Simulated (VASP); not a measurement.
# NaI (Fm-3m) in VASP: settings compared

Aim: see how the results for NaI move with the level of theory and the settings. Levels: PBE, LDA, r2SCAN. Tasks: single point.

All numbers are computed with VASP 6.6.1; they aren't measurements. Logs are shortened: lines on timing, memory, paths and dates and some standing lists are left out, and cuts for length are marked.

## (1) The cell of the first run

It takes space group Fm-3m (No. 225, cubic). The conventional cell has a = 6.459 Å, b = 6.459 Å, c = 6.459 Å, α = 90.00°, β = 90.00°, γ = 90.00°. Within 4.2 Å of Na (site symmetry m-3m) lie 6 I at 3.23 Å. I (site symmetry m-3m) has 6 Na at 3.23 Å within 4.2 Å.

## (2) Single point, PBE

INCAR reads:

```
SYSTEM = NaI
PREC     = Accurate       ! precision mode
ENCUT    = 520            ! plane-wave cutoff, eV
EDIFF    = 1E-7           ! SCF threshold, eV
ISMEAR   = 0              ! smearing method
SIGMA    = 0.01           ! smearing width, eV
LREAL    = .FALSE.        ! projectors in reciprocal space
LASPH    = .TRUE.         ! aspherical terms in the spheres
NELM     = 60             ! most SCF steps
ALGO     = Normal         ! electronic algorithm
ISIF     = 2              ! what is computed and relaxed
LWAVE    = .FALSE.        ! write WAVECAR
LCHARG   = .FALSE.        ! write CHGCAR
GGA      = PE             ! functional
NBANDS   = 14             ! bands
```

KPOINTS reads:

```
regular mesh
0
G
  6 6 6
  0 0 0
```

POSCAR reads:

```
NaI
1.0
    0.0000000000      3.2297205820      3.2297205820
    3.2297205820      0.0000000000      3.2297205820
    3.2297205820      3.2297205820      0.0000000000
Na I
1 1
Direct
    0.0000000000      0.0000000000      0.0000000000
    0.5000000000      0.5000000000      0.5000000000
```

Potentials or basis: VASP PAW PBE potentials, release 64 (Na_pv, I).

On the command line:

```
$ cat potpaw_PBE.64/Na_pv/POTCAR potpaw_PBE.64/I/POTCAR > POTCAR
$ mpirun -np 1 vasp_std > vasp.out
```

OUTCAR:

```text
SYSTEM = NaI
   PREC = Accurate
   ENCUT = 520
   EDIFF = 1E-7
   ISMEAR = 0
   LREAL = .FALSE.
   LASPH = .TRUE.
   NELM = 60
   ISIF = 2
   GGA = PE

 ion  position               nearest neighbor table
   1  0.000  0.000  0.000-
   2  0.500  0.500  0.500-

  LATTYP: Found a face centered cubic cell.
 ALAT       =     6.4594411640

  Lattice vectors:

 A1 = (   0.0000000000,   3.2297205820,   3.2297205820)
 A2 = (   3.2297205820,   0.0000000000,   3.2297205820)
 A3 = (   3.2297205820,   3.2297205820,   0.0000000000)

Analysis of symmetry for initial positions (statically):
=====================================================================
 Subroutine PRICEL returns:
 Original cell was already a primitive cell.

 Routine SETGRP: Setting up the symmetry group for a
 face centered cubic supercell.

 Subroutine GETGRP returns: Found 48 space group operations
 (whereof 48 operations were pure point group operations)
 out of a pool of 48 trial point group operations.

The static configuration has the point symmetry O_h .

Analysis of symmetry for dynamics (positions and initial velocities):
=====================================================================
 Subroutine PRICEL returns:
 Original cell was already a primitive cell.

 Routine SETGRP: Setting up the symmetry group for a
 face centered cubic supercell.

 Subroutine GETGRP returns: Found 48 space group operations
 (whereof 48 operations were pure point group operations)
 out of a pool of 48 trial point group operations.

The dynamic configuration has the point symmetry O_h .

 Subroutine INISYM returns: Found 48 space group operations
 (whereof 48 operations are pure point group operations),
 and found     1 'primitive' translations

----------------------------------------------------------------------------------------

                                     Primitive cell

  volume of cell :      67.3790

  direct lattice vectors                    reciprocal lattice vectors
     0.000000000  3.229720582  3.229720582    -0.154812154  0.154812154  0.154812154
     3.229720582  0.000000000  3.229720582     0.154812154 -0.154812154  0.154812154
     3.229720582  3.229720582  0.000000000     0.154812154  0.154812154 -0.154812154

  length of vectors
     4.567514650  4.567514650  4.567514650     0.268142516  0.268142516  0.268142516

  position of ions in fractional coordinates (direct lattice)
     0.000000000  0.000000000  0.000000000
     0.500000000  0.500000000  0.500000000

  ion indices of the primitive-cell ions
   primitive index   ion index
                 1           1
                 2           2

----------------------------------------------------------------------------------------

 KPOINTS: regular mesh

Automatic generation of k-mesh.
 Grid dimensions read from file:
 generate k-points for:    6    6    6

 Generating k-lattice:

  Cartesian coordinates                     Fractional coordinates (reciprocal lattice)
    -0.025802026  0.025802026  0.025802026     0.166666667  0.000000000  0.000000000
     0.025802026 -0.025802026  0.025802026     0.000000000  0.166666667  0.000000000
     0.025802026  0.025802026 -0.025802026     0.000000000  0.000000000  0.166666667

  Length of vectors
     0.044690419  0.044690419  0.044690419

  Shift w.r.t. Gamma in fractional coordinates (k-lattice)
     0.000000000  0.000000000  0.000000000

 Subroutine IBZKPT returns following result:
 ===========================================

 Found     16 irreducible k-points:

 Following reciprocal coordinates:
            Coordinates               Weight
  0.000000  0.000000  0.000000      1.000000
  0.166667  0.000000  0.000000      8.000000
  0.333333  0.000000  0.000000      8.000000
  0.500000  0.000000  0.000000      4.000000
  0.166667  0.166667  0.000000      6.000000
  0.333333  0.166667  0.000000     24.000000
[... 8 lines left out ...]
 -0.333333  0.333333  0.166667     24.000000
 -0.333333  0.500000  0.166667     12.000000
   k-points           NKPTS =     16   k-points in BZ     NKDIM =     16   number of bands    NBANDS=     14
   number of dos      NEDOS =    301   number of ions     NIONS =      2
   total plane-waves  NPLWV =  46656
   dimension x,y,z NGX =    36 NGY =   36 NGZ =   36
   dimension x,y,z NGXF=    72 NGYF=   72 NGZF=   72
   ions per type =               1   1
   NGX,Y,Z   is equivalent  to a cutoff of  13.10, 13.10, 13.10 a.u.
   NGXF,Y,Z  is equivalent  to a cutoff of  26.21, 26.21, 26.21 a.u.
 SYSTEM =  NaI
   PREC   = accura    normal or accurate (medium, high low for compatibility)
   ISTART =      0    job   : 0-new  1-cont  2-samecut
   ICHARG =      2    charge: 1-file 2-atom 10-const
   ISPIN  =      1    spin polarized calculation?
   LNONCOLLINEAR =      F non collinear calculations
   LSORBIT =      F    spin-orbit coupling
   LASPH  =      T    aspherical Exc in radial PAW
   ENCUT  =  520.0 eV  38.22 Ry    6.18 a.u.   8.49  8.49  8.49*2*pi/ulx,y,z
   NELM   =     60;   NELMIN=  2; NELMDL= -5     # of ELM steps
   EDIFF  = 0.1E-06   stopping-criterion for ELM
   LREAL  =      F    real-space projection
   EDIFFG = 0.1E-05   stopping-criterion for IOM
   NSW    =      0    number of steps for IOM
   IBRION =     -1    ionic relax: 0-MD 1-quasi-New 2-CG
   NFREE  =      0    steps in history (QN), initial steepest desc. (CG)
   ISIF   =      2    stress and relaxation
   ISYM   =      2    0-nonsym 1-usesym 2-fastsym
   POTIM  = 0.5000    time-step for ionic-motion
   TEBEG  =    0.0;   TEEND  =   0.0 temperature during run
   PSTRESS=    0.0 pullay stress
   NELECT =      14.0000    total number of electrons
   NUPDOWN=      -1.0000    fix difference up-down
   EMIN   =  10.00;   EMAX   =-10.00  energy-range for DOS
   EFERMI =   0.00;   METHOD = LEGACY
   ISMEAR =     0;   SIGMA  =   0.01  broadening in eV -4-tet -1-fermi 0-gaus
   EFERMI_NEDOS =   21; number of points for ismear=-14 and -15
   IALGO  =     38    algorithm
   IMIX   =      4    mixing-type and parameters
     AMIX     =   0.40;   BMIX     =  1.00
     AMIX_MAG =   1.60;   BMIX_MAG =  1.00
  volume/ion in A,a.u.               =      33.69       227.35
  Fermi-wavevector in a.u.,A,eV,Ry     =   0.969637  1.832348 12.792145  0.940196
  Thomas-Fermi vector in A             =   2.099706
   LORBIT       =      0    0 simple, 1 ext, 2 COOP (PROOUT), +10 PAW based schemes
   GGA     = PE    functional components
   LHFCALC =     F    Hartree Fock is set to
   AEXX    =    0.0000 exact exchange contribution
   IVDW    =     0    specifies the selected vdW correction
   LEPSILON=     F    determine dielectric tensor
   LRPA    =     F    only Hartree local field effects (RPA)
 non-spin polarized calculation
 Gauss-broadening in eV      SIGMA  =   0.01
  energy-cutoff  :      520.00
  volume of cell :       67.38
 maximum number of plane-waves:      1837
 NGX is ok and might be reduce to    36
   NGX = 17   NGY = 17   NGZ = 17

 number of electron      13.9999994 magnetization

 Free energy of the ion-electron system (eV)
  ---------------------------------------------------
  ext. energy  EPLUGINS =         0.00000000
  ---------------------------------------------------
  free energy    TOTEN  =        -5.38363566 eV

  energy without entropy =       -5.38363566  energy(sigma->0) =       -5.38363566

 E-fermi :   0.9549     XC(G=0):  -7.7295

 val. band max:        0.8500692618   @ k =   0.0000   0.0000   0.0000
 cond. band min:       4.5072497074   @ k =   0.0000   0.0000   0.0000
 fundamental gap:      3.6571804456
 Fermi energy:         0.9549466781

 k-point     1 :       0.0000    0.0000    0.0000
  band No.  band energies     occupation
      1     -21.5819      2.00000
      2     -21.5819      2.00000
      3     -21.5819      2.00000
      4     -10.1834      2.00000
      5       0.8501      2.00000
      6       0.8501      2.00000
      7       0.8501      2.00000
      8       4.5072      0.00000
      9       8.7796      0.00000
     10       8.7796      0.00000
     11       8.7796      0.00000
     12      10.6080      0.00000
     13      10.6080      0.00000
     14      11.2900      0.00000

 k-point     2 :       0.1667    0.0000    0.0000
  band No.  band energies     occupation
      1     -21.5833      2.00000
      2     -21.5820      2.00000
      3     -21.5820      2.00000
      4     -10.1081      2.00000
      5       0.1095      2.00000
      6       0.7739      2.00000
      7       0.7739      2.00000
      8       5.3218      0.00000
      9       8.2998      0.00000
     10       8.9716      0.00000
     11       8.9716      0.00000
     12      10.1000      0.00000
     13      10.1000      0.00000
     14      11.6807      0.00000

 k-point     3 :       0.3333    0.0000    0.0000
  band No.  band energies     occupation
      1     -21.5860      2.00000
      2     -21.5822      2.00000
      3     -21.5822      2.00000
      4      -9.9485      2.00000
      5      -0.9294      2.00000
      6       0.6316      2.00000
      7       0.6316      2.00000
      8       5.9600      0.00000
      9       8.5557      0.00000
     10       8.5557      0.00000
     11       8.8742      0.00000
     12      11.0090      0.00000
     13      11.1434      0.00000
     14      11.1434      0.00000
[... 188 lines left out ...]
 k-point    15 :      -0.3333    0.3333    0.1667
  band No.  band energies     occupation
      1     -21.5858      2.00000
      2     -21.5842      2.00000
      3     -21.5831      2.00000
      4      -9.7988      2.00000
      5      -0.8849      2.00000
      6      -0.3334      2.00000
      7       0.1968      2.00000
      8       6.8796      0.00000
      9       7.5026      0.00000
     10       8.7365      0.00000
     11       9.3688      0.00000
     12      11.3003      0.00000
     13      12.6404      0.00000
     14      13.8061      0.00000

 k-point    16 :      -0.3333    0.5000    0.1667
  band No.  band energies     occupation
      1     -21.5854      2.00000
      2     -21.5842      2.00000
      3     -21.5838      2.00000
      4      -9.7788      2.00000
      5      -0.8358      2.00000
      6      -0.2660      2.00000
      7      -0.0472      2.00000
      8       6.2157      0.00000
      9       7.3476      0.00000
     10       9.4339      0.00000
     11       9.4929      0.00000
     12      12.4962      0.00000
     13      13.3360      0.00000
     14      13.5130      0.00000

------------------------ aborting loop because EDIFF is reached ----------------------------------------

  FORCE on cell =-STRESS in cart. coord.  units (eV):
  Direction    XX          YY          ZZ          XY          YZ          ZX
  --------------------------------------------------------------------------------------
  -------------------------------------------------------------------------------------
  Total        0.2263038      0.2263038      0.2263038      0.0000000      0.0000000      0.0000000
  in kB        5.3811808      5.3811808      5.3811808      0.0000000      0.0000000      0.0000000
  external PRESSURE =       5.3811808 kB  Pullay stress =       0.0000000 kB

 VOLUME and BASIS-vectors are now :
 -----------------------------------------------------------------------------
  energy-cutoff  :      520.00
  volume of cell :       67.38
      direct lattice vectors                 reciprocal lattice vectors
     0.000000000  3.229720582  3.229720582    -0.154812154  0.154812154  0.154812154
     3.229720582  0.000000000  3.229720582     0.154812154 -0.154812154  0.154812154
     3.229720582  3.229720582  0.000000000     0.154812154  0.154812154 -0.154812154

 POSITION                                       TOTAL-FORCE (eV/Angst)
 -----------------------------------------------------------------------------------
      0.00000      0.00000      0.00000         0.000000      0.000000     -0.000000
      3.22972      3.22972      3.22972        -0.000000     -0.000000      0.000000
 -----------------------------------------------------------------------------------
    total drift:                                0.000000      0.000000      0.000000

  FREE ENERGIE OF THE ION-ELECTRON SYSTEM (eV)
  ---------------------------------------------------
  free  energy   TOTEN  =        -5.3836356615 eV

  energy  without entropy=       -5.3836356615  energy(sigma->0) =       -5.38363566
```

Wall time 16 s (1 thread of Intel Xeon Platinum 8488C (Sapphire Rapids), shared host); peak memory 0.2 GiB.

Results:

| Item | Value |
| --- | --- |
| Free energy | -5.3836 eV |
| Pressure | 0.5 GPa |
| Band gap on the k mesh | 3.66 eV, direct |

Caveat: spin-orbit coupling is left out, which moves the levels of the heavy elements. As with any semilocal functional, this PBE gap is likely too small.

## (3) Single point, LDA

INCAR reads:

```
SYSTEM = NaI
ALGO = Normal ; EDIFF = 1E-6
ENCUT = 520 ; ISIF = 2
ISMEAR = 0 ; LASPH = .TRUE.
LCHARG = .FALSE. ; LREAL = .FALSE.
LWAVE = .FALSE. ; NBANDS = 14
NELM = 100 ; PREC = Accurate
SIGMA = 0.01
```

KPOINTS reads:

```
k-points
0
G
  6 6 6
  0 0 0
```

POSCAR is that of step 2.

Potentials or basis: VASP PAW LDA potentials, release 64 (Na_pv, I).

On the command line:

```
$ cat potpaw_LDA.64/Na_pv/POTCAR potpaw_LDA.64/I/POTCAR > POTCAR
$ mpirun -np 1 vasp_std > vasp.out
```

It took 8.7 s on 1 thread of Intel Xeon Platinum 8488C (Sapphire Rapids), shared host; peak memory 0.17 GiB.

It converged, with:

```
Free energy            : -5.9858 eV
Pressure               : -1.5 GPa
Band gap on the k mesh : 3.36 eV, direct
```

Levels at points of the mesh, in eV from the valence-band top:
```tsv
k point	band 4	band 5	band 6	band 7	band 8	band 9	band 10	band 11
(0.00, 0.00, 0.00)	-11.10	0.00	0.00	0.00	3.36	7.80	7.80	7.80
(0.50, 0.00, 0.00)	-10.78	-2.27	-0.29	-0.29	4.86	7.28	7.28	8.52
(0.50, 0.50, 0.00)	-10.70	-1.98	-0.77	-0.77	4.27	5.36	9.65	11.06
```

Caveat: spin-orbit coupling is left out, which moves the levels of the heavy elements. As with any semilocal functional, this LDA gap is likely too small.

## (4) Single point, r2SCAN

POSCAR is that of step 3.

INCAR.step1 reads:

```
PREC = Accurate
ENCUT = 520
ISMEAR = 0
SIGMA = 0.01
LREAL = F
LASPH = T
NELM = 60
NBANDS = 14
GGA = PE
ALGO = Normal
EDIFF = 1E-4
LWAVE = T
LCHARG = F
```

INCAR.step2 reads:

```
PREC = Accurate
ENCUT = 520
EDIFF = 1E-6
ISMEAR = 0
SIGMA = 0.01
LREAL = F
LASPH = T
NELM = 60
ALGO = Normal
ISIF = 2
LWAVE = F
LCHARG = T
METAGGA = R2SCAN
LMIXTAU = T
LELF = T
LVHAR = T
NBANDS = 14
ISTART = 1
```

KPOINTS reads:

```
regular mesh
0
Gamma
  6 6 6
```

Potentials or basis: VASP PAW PBE potentials, release 64 (Na_pv, I).

On the command line:

```
$ cat potpaw_PBE.64/Na_pv/POTCAR potpaw_PBE.64/I/POTCAR > POTCAR
$ cp INCAR.step1 INCAR
$ mpirun -np 1 vasp_std > vasp.out
$ cp INCAR.step2 INCAR
$ mpirun -np 1 vasp_std > vasp.out
```

Wall time 54 s (1 thread of Intel Xeon Platinum 8488C (Sapphire Rapids), shared host); peak memory 0.21 GiB.

Results (log left out):

| Item | Value |
| --- | --- |
| Free energy | -31.0858 eV |
| Pressure | -0.1 GPa |
| Band gap on the k mesh | 4.46 eV, direct |

Levels at points of the mesh, in eV from the valence-band top:
| k point | band 3 | band 4 | band 5 | band 6 | band 7 | band 8 | band 9 | band 10 | band 11 | band 12 |
| --- | --- | --- | --- | --- | --- | --- | --- | --- | --- | --- |
| (0.00, 0.00, 0.00) | -23.24 | -11.36 | 0.00 | 0.00 | 0.00 | 4.46 | 8.47 | 8.47 | 8.47 | 10.34 |
| (0.50, 0.00, 0.00) | -23.24 | -11.02 | -2.21 | -0.30 | -0.30 | 5.70 | 8.08 | 8.08 | 9.83 | 11.07 |
| (0.50, 0.50, 0.00) | -23.25 | -10.94 | -1.95 | -0.77 | -0.77 | 5.23 | 6.01 | 10.77 | 12.19 | 12.33 |

Caveat: the PAW data sets were made with another functional, which shifts forces and pressure a little; spin-orbit coupling is left out, which moves the levels of the heavy elements.

## (5) Single point, PBE, non-collinear spin, zero start, spin-orbit coupling

INCAR reads:

```
SYSTEM = NaI
PREC = Accurate
ENCUT = 520
EDIFF = 1E-6
ISMEAR = 0
SIGMA = 0.01
LREAL = .FALSE.
LASPH = .TRUE.
NELM = 150
ALGO = Normal
ISIF = 2
LWAVE = .FALSE.
LCHARG = .TRUE.
MAGMOM = 0 0 0 0 0 0
LORBIT = 11
LSORBIT = .TRUE.
GGA_COMPAT = .FALSE.
LORBMOM = .TRUE.
GGA = PE
LVHAR = .TRUE.
NBANDS = 26
```

KPOINTS reads:

```
Automatic mesh
0
G
  6 6 6
  0 0 0
```

POSCAR is that of step 4.

On the command line:

```
$ cat potpaw_PBE.64/Na_pv/POTCAR potpaw_PBE.64/I/POTCAR > POTCAR
$ mpirun -np 1 vasp_ncl > vasp.out
```

Wall time 58 s (1 thread of Intel Xeon Platinum 8488C (Sapphire Rapids), shared host); peak memory 0.39 GiB.

The run converged. Its results:

* Free energy: -5.5066 eV
* Pressure: 0.6 GPa
* Net moment: 0.00 μB per cell
* Valence electrons inside the program's atomic spheres: Na 6.01; I 4.35

Moments on the atoms (μB; x, y, z):
```
Na  0.00 0.00 0.00
I   0.00 0.00 0.00
```

## (6) Overview

| level | potentials or basis | spin | gap on the mesh (eV) | pressure (GPa) |
| --- | --- | --- | --- | --- |
| PBE | VASP PAW PBE potentials, release 64 (Na_pv, I) | off | 3.66 | 0.5 |
| LDA | VASP PAW LDA potentials, release 64 (Na_pv, I) | off | 3.36 | -1.5 |
| r2SCAN | VASP PAW PBE potentials, release 64 (Na_pv, I) | off | 4.46 | -0.1 |
| PBE | VASP PAW PBE potentials, release 64 (Na_pv, I) | non-collinear, zero start, SOC | - | 0.6 |

Alike in all rows: task single point; cell as given; k mesh 6 × 6 × 6; cutoff (eV) 520; smearing gaussian 0.01 eV.

Caveats: spin-orbit coupling is left out, which moves the levels of the heavy elements (some runs); the PAW data sets were made with another functional, which shifts forces and pressure a little (some runs).

Absolute energies hang on the potentials; compare differences alone.
